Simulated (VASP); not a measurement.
# BP (I-4m2) in VASP: further runs

The runs below take BP through single point, with PBE.

Program: VASP 6.6.1. These are calculated values, not measurements. Logs are shortened: lines on timing, memory, paths and dates and some standing lists are left out, and cuts for length are marked.

## (1) The cell of the first run

It takes space group I-4m2 (No. 119, tetragonal). Conventional cell: a = 3.389 Å, b = 3.389 Å, c = 4.423 Å, α = 90.00°, β = 90.00°, γ = 90.00°. Within 2.7 Å of B (site symmetry -4m2) lie 4 P at 2.02 Å. P (site symmetry -4m2) has 4 B at 2.02 Å within 2.7 Å.

## (2) Single point, PBE (12.70 Å³/atom)

Contents of INCAR:

```
PREC = Accurate
ENCUT = 520
EDIFF = 1E-6
ISMEAR = 0
SIGMA = 0.05
LREAL = False
LASPH = True
NELM = 100
ALGO = Normal
ISIF = 2
LWAVE = False
LCHARG = True
GGA = PE
LELF = True
LVHAR = True
NBANDS = 11
```

Contents of KPOINTS:

```
regular mesh
0
Gamma
  12 12 12
```

Contents of POSCAR:

```
BP
1.0
    0.0000000000      2.2115448947      2.3965592703
    2.3965592703      0.0000000000      2.3965592703
    2.3965592703      2.2115448947      0.0000000000
B P
1 1
Direct
    0.0000000000      0.0000000000      0.0000000000
    0.7500000000      0.7500000000      0.7500000000
```

Potentials or basis: VASP PAW PBE potentials, release 64 (B, P).

Launch:

```bash
> cat potpaw_PBE.64/B/POTCAR potpaw_PBE.64/P/POTCAR > POTCAR
> mpirun -np 1 vasp_std > vasp.out
```

OUTCAR:

```text
PREC = Accurate
   ENCUT = 520
   EDIFF = 1E-6
   ISMEAR = 0
   LREAL = False
   LASPH = True
   NELM = 100
   ISIF = 2
   GGA = PE

 ion  position               nearest neighbor table
   1  0.000  0.000  0.000-   2 2.02   2 2.02   2 2.02   2 2.02
   2  0.750  0.750  0.750-   1 2.02   1 2.02   1 2.02   1 2.02

  LATTYP: Found a body centered tetragonal cell.
 ALAT       =     3.3892466231
 C/A-ratio  =     1.3050362754

  Lattice vectors:

 A1 = (   0.0000000000,  -2.2115448947,   2.3965592703)
 A2 = (   0.0000000000,  -2.2115448947,  -2.3965592703)
 A3 = (   2.3965592703,   2.2115448947,   0.0000000000)

Analysis of symmetry for initial positions (statically):
=====================================================================
 Subroutine PRICEL returns:
 Original cell was already a primitive cell.

 Routine SETGRP: Setting up the symmetry group for a
 body centered tetragonal supercell.

 Subroutine GETGRP returns: Found  8 space group operations
 (whereof  8 operations were pure point group operations)
 out of a pool of 16 trial point group operations.

The static configuration has the point symmetry D_2d.

Analysis of symmetry for dynamics (positions and initial velocities):
=====================================================================
 Subroutine PRICEL returns:
 Original cell was already a primitive cell.

 Routine SETGRP: Setting up the symmetry group for a
 body centered tetragonal supercell.

 Subroutine GETGRP returns: Found  8 space group operations
 (whereof  8 operations were pure point group operations)
 out of a pool of 16 trial point group operations.

The dynamic configuration has the point symmetry D_2d.

 Subroutine INISYM returns: Found  8 space group operations
 (whereof  8 operations are pure point group operations),
 and found     1 'primitive' translations

----------------------------------------------------------------------------------------

                                     Primitive cell

  volume of cell :      25.4040

  direct lattice vectors                    reciprocal lattice vectors
     0.000000000  2.211544895  2.396559270    -0.208632437  0.226086299  0.208632437
     2.396559270  0.000000000  2.396559270     0.208632437 -0.226086299  0.208632437
     2.396559270  2.211544895  0.000000000     0.208632437  0.226086299 -0.208632437

  length of vectors
     3.261046942  3.389246623  3.261046942     0.371712257  0.371712257  0.371712257

  position of ions in fractional coordinates (direct lattice)
     0.000000000  0.000000000  0.000000000
     0.750000000  0.750000000  0.750000000

  ion indices of the primitive-cell ions
   primitive index   ion index
                 1           1
                 2           2

----------------------------------------------------------------------------------------

 KPOINTS: regular mesh

Automatic generation of k-mesh.
 Grid dimensions read from file:
 generate k-points for:   12   12   12

 Generating k-lattice:

  Cartesian coordinates                     Fractional coordinates (reciprocal lattice)
    -0.017386036  0.018840525  0.017386036     0.083333333  0.000000000  0.000000000
     0.017386036 -0.018840525  0.017386036     0.000000000  0.083333333  0.000000000
     0.017386036  0.018840525 -0.017386036     0.000000000  0.000000000  0.083333333

  Length of vectors
     0.030976021  0.030976021  0.030976021

  Shift w.r.t. Gamma in fractional coordinates (k-lattice)
     0.000000000  0.000000000  0.000000000

 Subroutine IBZKPT returns following result:
 ===========================================

 Found    163 irreducible k-points:

 Following reciprocal coordinates:
            Coordinates               Weight
  0.000000  0.000000  0.000000      1.000000
  0.083333  0.000000 -0.000000      8.000000
  0.166667  0.000000 -0.000000      8.000000
  0.250000  0.000000 -0.000000      8.000000
  0.333333  0.000000 -0.000000      8.000000
  0.416667  0.000000 -0.000000      8.000000
[... 16 lines left out ...]
  0.500000  0.166667  0.000000     16.000000
 -0.416667  0.166667  0.000000     16.000000
 [... further k-points ...]
   k-points           NKPTS =    163   k-points in BZ     NKDIM =    163   number of bands    NBANDS=     11
   number of dos      NEDOS =    301   number of ions     NIONS =      2
   total plane-waves  NPLWV =  16128
   dimension x,y,z NGX =    24 NGY =   28 NGZ =   24
   dimension x,y,z NGXF=    48 NGYF=   56 NGZF=   48
   ions per type =               1   1
   NGX,Y,Z   is equivalent  to a cutoff of  12.24, 13.73, 12.24 a.u.
   NGXF,Y,Z  is equivalent  to a cutoff of  24.47, 27.47, 24.47 a.u.
 SYSTEM =  unknown system
   PREC   = accura    normal or accurate (medium, high low for compatibility)
   ISTART =      0    job   : 0-new  1-cont  2-samecut
   ICHARG =      2    charge: 1-file 2-atom 10-const
   ISPIN  =      1    spin polarized calculation?
   LNONCOLLINEAR =      F non collinear calculations
   LSORBIT =      F    spin-orbit coupling
   LASPH  =      T    aspherical Exc in radial PAW
   ENCUT  =  520.0 eV  38.22 Ry    6.18 a.u.   6.06  6.30  6.06*2*pi/ulx,y,z
   NELM   =    100;   NELMIN=  2; NELMDL= -5     # of ELM steps
   EDIFF  = 0.1E-05   stopping-criterion for ELM
   LREAL  =      F    real-space projection
   EDIFFG = 0.1E-04   stopping-criterion for IOM
   NSW    =      0    number of steps for IOM
   IBRION =     -1    ionic relax: 0-MD 1-quasi-New 2-CG
   NFREE  =      0    steps in history (QN), initial steepest desc. (CG)
   ISIF   =      2    stress and relaxation
   ISYM   =      2    0-nonsym 1-usesym 2-fastsym
   POTIM  = 0.5000    time-step for ionic-motion
   TEBEG  =    0.0;   TEEND  =   0.0 temperature during run
   PSTRESS=    0.0 pullay stress
   NELECT =       8.0000    total number of electrons
   NUPDOWN=      -1.0000    fix difference up-down
   EMIN   =  10.00;   EMAX   =-10.00  energy-range for DOS
   EFERMI =   0.00;   METHOD = LEGACY
   ISMEAR =     0;   SIGMA  =   0.05  broadening in eV -4-tet -1-fermi 0-gaus
   EFERMI_NEDOS =   21; number of points for ismear=-14 and -15
   IALGO  =     38    algorithm
   IMIX   =      4    mixing-type and parameters
     AMIX     =   0.40;   BMIX     =  1.00
     AMIX_MAG =   1.60;   BMIX_MAG =  1.00
  volume/ion in A,a.u.               =      12.70        85.72
  Fermi-wavevector in a.u.,A,eV,Ry     =   1.113792  2.104762 16.878473  1.240533
  Thomas-Fermi vector in A             =   2.250381
   LORBIT       =      0    0 simple, 1 ext, 2 COOP (PROOUT), +10 PAW based schemes
   GGA     = PE    functional components
   LHFCALC =     F    Hartree Fock is set to
   AEXX    =    0.0000 exact exchange contribution
   IVDW    =     0    specifies the selected vdW correction
   LEPSILON=     F    determine dielectric tensor
   LRPA    =     F    only Hartree local field effects (RPA)
 non-spin polarized calculation
 Gauss-broadening in eV      SIGMA  =   0.05
  energy-cutoff  :      520.00
  volume of cell :       25.40
 maximum number of plane-waves:       708
   NGX = 13   NGY = 13   NGZ = 13

 number of electron       8.0000000 magnetization

 Free energy of the ion-electron system (eV)
  ---------------------------------------------------
  ext. energy  EPLUGINS =         0.00000000
  ---------------------------------------------------
  free energy    TOTEN  =       -12.78368902 eV

  energy without entropy =      -12.78368884  energy(sigma->0) =      -12.78368893

 E-fermi :   7.0531     XC(G=0): -10.5580

 val. band max:        6.9392579395   @ k =   0.0000   0.0000   0.0000
 cond. band min:       7.1738470580   @ k =   0.4167   0.0000   0.4167
 fundamental gap:      0.2345891185
 Fermi energy:         7.0531294561

 k-point     1 :       0.0000    0.0000    0.0000
  band No.  band energies     occupation
      1      -8.2543      2.00000
      2       6.2525      2.00000
      3       6.2525      2.00000
      4       6.9393      1.99872
      5       9.4901      0.00000
      6       9.9629      0.00000
      7       9.9629      0.00000
      8      12.5325      0.00000
      9      17.4128      0.00000
     10      17.4691      0.00000
     11      19.1281      0.00000

 k-point     2 :       0.0833    0.0000   -0.0000
  band No.  band energies     occupation
      1      -8.1372      2.00000
      2       5.4964      2.00000
      3       6.0394      2.00000
      4       6.6003      2.00000
      5       9.6969      0.00000
      6      10.2173      0.00000
      7      10.3010      0.00000
      8      12.9673      0.00000
      9      17.0629      0.00000
     10      17.8349      0.00000
     11      18.4698      0.00000

 k-point     3 :       0.1667    0.0000   -0.0000
  band No.  band energies     occupation
      1      -7.7893      2.00000
      2       3.7732      2.00000
      3       5.5748      2.00000
      4       6.1709      2.00000
      5       9.9019      0.00000
      6      10.7080      0.00000
      7      10.7996      0.00000
      8      14.0746      0.00000
      9      16.7158      0.00000
     10      17.5928      0.00000
     11      18.7686      0.00000

 k-point     4 :       0.2500    0.0000   -0.0000
  band No.  band energies     occupation
      1      -7.2240      2.00000
      2       1.8905      2.00000
      3       5.0936      2.00000
      4       5.7887      2.00000
      5       9.8024      0.00000
      6      10.9990      0.00000
      7      11.3515      0.00000
      8      15.2678      0.00000
      9      17.0689      0.00000
     10      17.3260      0.00000
     11      19.2323      0.00000

 k-point     5 :       0.3333    0.0000   -0.0000
  band No.  band energies     occupation
      1      -6.4778      2.00000
      2       0.1295      2.00000
      3       4.7098      2.00000
      4       5.5009      2.00000
      5       9.6124      0.00000
      6      10.9826      0.00000
      7      11.7082      0.00000
      8      16.0834      0.00000
      9      17.7763      0.00000
     10      18.2270      0.00000
     11      19.5443      0.00000
[... 211 lines left out ...]
 k-point    21 :       0.3333    0.1667   -0.0000
  band No.  band energies     occupation
      1      -6.6505      2.00000
      2       1.4242      2.00000
      3       3.8479      2.00000
      4       4.4333      2.00000
      5       9.6615      0.00000
      6      11.9607      0.00000
      7      12.7944      0.00000
      8      13.5161      0.00000
      9      17.7972      0.00000
     10      19.5357      0.00000
     11      20.6195      0.00000

 k-point    22 :       0.4167    0.1667   -0.0000
  band No.  band energies     occupation
      1      -5.8807      2.00000
      2      -0.1173      2.00000
      3       3.2671      2.00000
      4       4.3020      2.00000
      5       9.8450      0.00000
      6      11.8547      0.00000
      7      13.4803      0.00000
      8      13.9204      0.00000
      9      18.4922      0.00000
     10      20.1961      0.00000
     11      21.2014      0.00000

 k-point    23 :       0.5000    0.1667    0.0000
  band No.  band energies     occupation
      1      -5.1227      2.00000
      2      -1.3236      2.00000
      3       2.8150      2.00000
      4       4.3580      2.00000
      5       9.9788      0.00000
      6      11.7169      0.00000
      7      13.2922      0.00000
      8      15.4444      0.00000
      9      18.1658      0.00000
     10      20.6033      0.00000
     11      21.7196      0.00000

 k-point    24 :      -0.4167    0.1667    0.0000
  band No.  band energies     occupation
      1      -4.9150      2.00000
      2      -1.6029      2.00000
      3       2.5413      2.00000
      4       4.5826      2.00000
      5      10.1946      0.00000
      6      11.6582      0.00000
      7      13.0229      0.00000
      8      16.3225      0.00000
      9      17.8508      0.00000
     10      19.3131      0.00000
     11      21.8502      0.00000

 [... further k-points ...]
[... 5 lines left out ...]
  --------------------------------------------------------------------------------------
  -------------------------------------------------------------------------------------
  Total       -2.6822883      0.1552357     -2.6822883      0.0000000      0.0000000      0.0000000
  in kB     -169.1663336      9.7903896   -169.1663336      0.0000000      0.0000000      0.0000000
  external PRESSURE =    -109.5140925 kB  Pullay stress =       0.0000000 kB

 VOLUME and BASIS-vectors are now :
 -----------------------------------------------------------------------------
  energy-cutoff  :      520.00
  volume of cell :       25.40
      direct lattice vectors                 reciprocal lattice vectors
     0.000000000  2.211544895  2.396559270    -0.208632437  0.226086299  0.208632437
     2.396559270  0.000000000  2.396559270     0.208632437 -0.226086299  0.208632437
     2.396559270  2.211544895  0.000000000     0.208632437  0.226086299 -0.208632437

 POSITION                                       TOTAL-FORCE (eV/Angst)
 -----------------------------------------------------------------------------------
      0.00000      0.00000      0.00000         0.000000     -0.000000      0.000000
      3.59484      3.31732      3.59484        -0.000000      0.000000     -0.000000
 -----------------------------------------------------------------------------------
    total drift:                                0.000000     -0.000000     -0.000000

  FREE ENERGIE OF THE ION-ELECTRON SYSTEM (eV)
  ---------------------------------------------------
  free  energy   TOTEN  =       -12.7836890231 eV

  energy  without entropy=      -12.7836888358  energy(sigma->0) =      -12.78368893
```

Wall time 13 s (1 thread of Intel Xeon 6975P-C (Granite Rapids), shared host); peak memory 0.16 GiB.

Results:

| Property | Result |
| --- | --- |
| Free energy | -12.7837 eV |
| Pressure | -11.0 GPa |
| Band gap on the k mesh | 0.23 eV (least direct gap 2.55 eV) |

Stress tensor (GPa, compression positive):
```
-16.92   0.00   0.00
  0.00   0.98   0.00
  0.00   0.00 -16.92
```

Caveat: the stress differs along the axes, from -17 to 1 GPa; semilocal functionals underestimate gaps, and a narrow one can read as zero. A k mesh can miss the band edges.

## (3) Single point, PBE (12.70 Å³/atom)

Contents of INCAR:

```
SYSTEM = BP
PREC = Accurate
ENCUT = 520
EDIFF = 1E-6
ISMEAR = 0
SIGMA = 0.05
LREAL = .False.
LASPH = .True.
NELM = 80
ALGO = Normal
ISIF = 2
LWAVE = .False.
LCHARG = .False.
GGA = PE
NBANDS = 11
```

Contents of KPOINTS:

```
Automatic mesh
0
Gamma
  12 12 12
  0 0 0
```

Contents of POSCAR:

```
BP
1.0
    0.0000000000      2.4616714286      2.2715432579
    2.2715432579      0.0000000000      2.2715432579
    2.2715432579      2.4616714286      0.0000000000
B P
1 1
Direct
    0.0000000000      0.0000000000      0.0000000000
    0.7500000000      0.7500000000      0.7500000000
```

Potentials or basis: VASP PAW PBE potentials, release 64 (B, P).

Launch:

```bash
> cat potpaw_PBE.64/B/POTCAR potpaw_PBE.64/P/POTCAR > POTCAR
> mpirun -np 1 vasp_std > vasp.out
```

Run time: 19 s. Hardware: 1 thread of Intel Xeon 6975P-C (Granite Rapids), shared host; peak memory 0.17 GiB.

Results (log left out):

| Property | Result |
| --- | --- |
| Free energy | -12.7721 eV |
| Pressure | -10.9 GPa |
| Band gap on the k mesh | 0.77 eV (least direct gap 2.90 eV) |

Stress tensor (GPa, compression positive):
```
 -3.58   0.00   0.00
  0.00 -25.55   0.00
  0.00   0.00  -3.58
```

Levels at points of the mesh, in eV from the valence-band top:
```csv
k point,band 1,band 2,band 3,band 4,band 5,band 6,band 7,band 8,band 9
"(0.00, 0.00, 0.00)",-15.01,-0.82,0.00,0.00,2.90,2.90,3.34,5.73,10.48
"(0.50, 0.00, 0.00)",-11.98,-8.72,-2.42,-1.42,2.52,4.57,4.72,9.59,13.24
"(0.50, 0.50, 0.00)",-10.35,-8.21,-4.39,-4.24,0.95,1.13,10.18,11.50,13.56
"(0.50, 0.00, 0.50)",-11.05,-8.86,-3.56,-3.56,1.79,2.18,11.02,11.02,13.36
```

Caveat: the stress differs along the axes, from -26 to -4 GPa; semilocal functionals underestimate gaps, and a narrow one can read as zero.
